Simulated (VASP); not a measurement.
# W (Im-3m) in VASP: further runs

W is run at these levels: PBEsol; tasks: relaxation of cell and atoms.

Program: VASP 6.6.1. These are calculated values, not measurements. Logs are shortened: lines on timing, memory, paths and dates and some standing lists are left out, and cuts for length are marked.

## 1. The cell of the first run

Symmetry: Im-3m, No. 229, cubic system. Conventional cell: a = 3.153 Å, b = 3.153 Å, c = 3.153 Å, α = 90.00°, β = 90.00°, γ = 90.00°. Within 3.6 Å of W (site symmetry m-3m) lie 14 W at 2.73 to 3.15 Å.

## 2. Relaxation of cell and atoms, PBEsol

File INCAR:

```
ALGO = Fast
EDIFF = 1E-6
EDIFFG = -0.001
ENCUT = 600
GGA = PS
IBRION = 2
ISIF = 3
ISMEAR = -1
LASPH = T
LCHARG = F
LREAL = F
LWAVE = F
NELM = 60
NSW = 80
PREC = Accurate
SIGMA = 0.15
```

File KPOINTS:

```
k-points
0
Gamma
  16 16 16
```

File POSCAR:

```
W
1.0
   -1.5766580683      1.5766580683      1.5766580683
    1.5766580683     -1.5766580683      1.5766580683
    1.5766580683      1.5766580683     -1.5766580683
W
1
Direct
    0.0000000000      0.0000000000      0.0000000000
```

Potentials or basis: VASP PAW PBE potentials, release 64 (W_sv).

The run is started by

```bash
cat potpaw_PBE.64/W_sv/POTCAR > POTCAR
mpirun -np 1 vasp_std > vasp.out
```

OUTCAR:

```text
EDIFF = 1E-6
   EDIFFG = -0.001
   ENCUT = 600
   GGA = PS
   IBRION = 2
   ISIF = 3
   ISMEAR = -1
   LASPH = T
   LREAL = F
   NELM = 60
   NSW = 80
   PREC = Accurate

 ion  position               nearest neighbor table
   1  0.000  0.000  0.000-

  LATTYP: Found a body centered cubic cell.
 ALAT       =     3.1533161366

  Lattice vectors:

 A1 = (  -1.5766580683,   1.5766580683,   1.5766580683)
 A2 = (   1.5766580683,  -1.5766580683,   1.5766580683)
 A3 = (   1.5766580683,   1.5766580683,  -1.5766580683)

Analysis of symmetry for initial positions (statically):
=====================================================================
 Subroutine PRICEL returns:
 Original cell was already a primitive cell.

 Routine SETGRP: Setting up the symmetry group for a
 body centered cubic supercell.

 Subroutine GETGRP returns: Found 48 space group operations
 (whereof 48 operations were pure point group operations)
 out of a pool of 48 trial point group operations.

The static configuration has the point symmetry O_h .

Analysis of symmetry for dynamics (positions and initial velocities):
=====================================================================
 Subroutine PRICEL returns:
 Original cell was already a primitive cell.

 Routine SETGRP: Setting up the symmetry group for a
 body centered cubic supercell.

 Subroutine GETGRP returns: Found 48 space group operations
 (whereof 48 operations were pure point group operations)
 out of a pool of 48 trial point group operations.

The dynamic configuration has the point symmetry O_h .

 Subroutine INISYM returns: Found 48 space group operations
 (whereof 48 operations are pure point group operations),
 and found     1 'primitive' translations

----------------------------------------------------------------------------------------

                                     Primitive cell

  volume of cell :      15.6773

  direct lattice vectors                    reciprocal lattice vectors
    -1.576658068  1.576658068  1.576658068     0.000000000  0.317126465  0.317126465
     1.576658068 -1.576658068  1.576658068     0.317126465  0.000000000  0.317126465
     1.576658068  1.576658068 -1.576658068     0.317126465  0.317126465  0.000000000

  length of vectors
     2.730851880  2.730851880  2.730851880     0.448484548  0.448484548  0.448484548

[... 104 lines left out ...]
   LHFCALC =     F    Hartree Fock is set to
   AEXX    =    0.0000 exact exchange contribution
   IVDW    =     0    specifies the selected vdW correction
   LEPSILON=     F    determine dielectric tensor
   LRPA    =     F    only Hartree local field effects (RPA)
 conjugate gradient relaxation of ions
 non-spin polarized calculation
 RMM-DIIS sequential band-by-band and
  energy-cutoff  :      600.00
  volume of cell :       15.68
 maximum number of plane-waves:       540
 NGX is ok and might be reduce to    24
   NGX = 11   NGY = 11   NGZ = 11

--------------------------------------- Ionic step        1  -------------------------------------------

 number of electron      14.0000001 magnetization

 Free energy of the ion-electron system (eV)
  ---------------------------------------------------
  ext. energy  EPLUGINS =         0.00000000
  ---------------------------------------------------
  free energy    TOTEN  =       -13.82527775 eV

  energy without entropy =      -13.79263202  energy(sigma->0) =      -13.80895489

------------------------ aborting loop because EDIFF is reached ----------------------------------------

  FORCE on cell =-STRESS in cart. coord.  units (eV):
  Direction    XX          YY          ZZ          XY          YZ          ZX
  --------------------------------------------------------------------------------------
  -------------------------------------------------------------------------------------
  Total        0.0965326      0.0965326      0.0965326     -0.0000000      0.0000000     -0.0000000
  in kB        9.8653403      9.8653403      9.8653403     -0.0000000      0.0000000     -0.0000000
  external PRESSURE =       9.8653403 kB  Pullay stress =       0.0000000 kB
[... 86 lines left out ...]
  FREE ENERGIE OF THE ION-ELECTRON SYSTEM (eV)
  ---------------------------------------------------
  free  energy   TOTEN  =       -13.8253975878 eV

  energy  without entropy=      -13.7926674854  energy(sigma->0) =      -13.80903254

[... ionic steps 4 to 12 ...]

--------------------------------------- Ionic step       13  -------------------------------------------

 number of electron      14.0000001 magnetization

------------------------ aborting loop because EDIFF is reached ----------------------------------------
[... 65 lines left out ...]
--------------------------------------- Ionic step       15  -------------------------------------------

 number of electron      14.0000001 magnetization

 Free energy of the ion-electron system (eV)
  ---------------------------------------------------
  ext. energy  EPLUGINS =         0.00000000
  ---------------------------------------------------
  free energy    TOTEN  =       -13.82539777 eV

  energy without entropy =      -13.79267226  energy(sigma->0) =      -13.80903502

 E-fermi :  11.3773     XC(G=0): -13.8074

 val. band max:       11.3690117367   @ k =  -0.3125   0.3125   0.2500
 cond. band min:      11.3954043124   @ k =  -0.2500   0.3125   0.1250
 fundamental gap:      0.0263925757
 Fermi energy:        11.3773216015

 k-point     1 :       0.0000    0.0000    0.0000
  band No.  band energies     occupation
      1     -62.7368      2.00000
      2     -26.2825      2.00000
      3     -26.2825      2.00000
      4     -26.2825      2.00000
      5       1.6955      2.00000
      6      10.1474      1.99945
      7      10.1474      1.99945
      8      10.1474      1.99945
      9      13.6518      0.00000
     10      13.6518      0.00000
     11      25.9548      0.00000
[... 309 lines left out ...]
 k-point    24 :       0.2500    0.1875    0.0000
  band No.  band energies     occupation
      1     -62.6131      2.00000
      2     -27.3294      2.00000
      3     -26.7180      2.00000
      4     -26.3978      2.00000
      5       6.0052      2.00000
      6       8.2242      2.00000
      7       9.0598      2.00000
      8      12.9664      0.00005
      9      14.5238      0.00000
     10      16.7760      0.00000
     11      23.9564      0.00000

 [... further k-points ...]
[... 5 lines left out ...]
  --------------------------------------------------------------------------------------
  -------------------------------------------------------------------------------------
  Total       -0.0009626     -0.0009626     -0.0009626      0.0000000      0.0000000      0.0000000
  in kB       -0.0981032     -0.0981032     -0.0981032      0.0000000      0.0000000      0.0000000
  external PRESSURE =      -0.0981032 kB  Pullay stress =       0.0000000 kB
[... 16 lines left out ...]
  FREE ENERGIE OF THE ION-ELECTRON SYSTEM (eV)
  ---------------------------------------------------
  free  energy   TOTEN  =       -13.8253977707 eV

  energy  without entropy=      -13.7926722630  energy(sigma->0) =      -13.80903502

 reached required accuracy - stopping structural energy minimisation
```

OSZICAR:

```text
N       E                     dE             d eps       ncg     rms          rms(c)
DAV:   1     0.815495375931E+02    0.81550E+02   -0.85520E+03  3206   0.159E+03
DAV:   2    -0.128720590121E+02   -0.94422E+02   -0.91486E+02  3444   0.357E+02
[... 77 lines left out ...]
DAV:   1    -0.138253977690E+02   -0.15614E-07   -0.66714E-09  1604   0.141E-03    0.154E-04
RMM:   2    -0.138253977699E+02   -0.83287E-09    0.00000E+00    58   0.321E-04
  14 F= -.13825398E+02 E0= -.13809035E+02  d E =-.120091E-06
       N       E                     dE             d eps       ncg     rms          rms(c)
DAV:   1    -0.138253977714E+02   -0.23686E-08   -0.22149E-09  1604   0.884E-04    0.655E-05
RMM:   2    -0.138253977707E+02    0.67166E-09    0.00000E+00    46   0.222E-04
  15 F= -.13825398E+02 E0= -.13809035E+02  d E =-.120956E-06
```

Wall time 43 s (1 thread of Intel Xeon 6975P-C (Granite Rapids), shared host); peak memory 0.16 GiB.

What came out:

- Free energy: -13.8254 eV
- Relaxed volume: 15.72 Å³/atom
- Relaxed cell: a = 2.733 Å, b = 2.733 Å, c = 2.733 Å, α = 109.47°, β = 109.47°, γ = 109.47°
- Space group after relaxing (to 0.05 Å): Im-3m (No. 229)
- Energy gained by relaxing: 0.1 meV/atom
- Ionic steps: 15
- Pressure after relaxing: 0.0 GPa
- Band gap on the k mesh: zero (band 7 reaches 16.64 eV, above the bottom of band 8 at 10.15 eV)

The path:
```
step  energy change (eV)  largest force (eV/Å)  pressure (GPa)  volume (Å³)
   1              0.0000                0.0000            0.99        15.68
   2              0.0019                0.0000           -3.64        15.90
   3             -0.0001                0.0000           -0.01        15.72
   4             -0.0001                0.0000           -0.02        15.72
   5             -0.0001                0.0000            0.46        15.70
   6             -0.0001                0.0000            0.12        15.72
   7             -0.0001                0.0000           -0.05        15.72
   8             -0.0001                0.0000           -0.10        15.72
   9             -0.0001                0.0000           -0.10        15.72
  10             -0.0001                0.0000           -0.06        15.72
  11             -0.0001                0.0000           -0.04        15.72
  12             -0.0001                0.0000           -0.03        15.72
  13             -0.0001                0.0000           -0.01        15.72
  14             -0.0001                0.0000           -0.01        15.72
  15             -0.0001                0.0000           -0.01        15.72
```

Final structure:
```cif
data_structure
_symmetry_space_group_name_H-M 'P 1'
_symmetry_Int_Tables_number 1
_cell_length_a 2.7334
_cell_length_b 2.7334
_cell_length_c 2.7334
_cell_angle_alpha 109.471
_cell_angle_beta 109.471
_cell_angle_gamma 109.471
_cell_volume 15.72
loop_
_atom_site_label
_atom_site_type_symbol
_atom_site_fract_x
_atom_site_fract_y
_atom_site_fract_z
_atom_site_occupancy
W1 W 0.00000 0.00000 0.00000 1
```

Caveat: the PAW data sets were made with another functional, which shifts forces and pressure a little; spin-orbit coupling is left out, which moves the levels of the heavy elements.

(Part 1 of 2 ends here.)
